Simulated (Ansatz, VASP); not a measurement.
## One calculation of MoS2, two programs

```
Mo S
1.0
     3.12002    0.00000    0.00000
    -1.56001    2.70202    0.00000
     0.00000    0.00000   17.33888
Mo S
1 2
Direct
  0.00000 0.00000 0.00000
  0.33333 0.66667 0.08955
  0.33333 0.66667 0.91045
```

Alike in both runs: functional LDA; k mesh 10 × 10 × 2; no spin polarisation.

Ansatz relaxed the structure, and its values are those at the end. VASP's run is a single point on that final structure, the one shown.

```csv
,VASP,Ansatz
version,VASP 6.6.1,Ansatz 0.2.0
potentials or method,"VASP PAW LDA potentials, release 64 (Mo_sv, S)","plane waves, PAW"
plane-wave cutoff (eV),500,420
occupations,"methfessel-paxton of order 1, width 0.05 eV","cold, width 0.05 eV"
valence electrons in the cell,26,26
```

```tsv
	VASP	Ansatz	Ansatz less VASP
rms of the force components (eV/Å)	0.008	0.000	-0.0075
```

LDA's correlation is that of Perdew and Zunger in VASP and of Perdew and Wang (1992) in Ansatz.
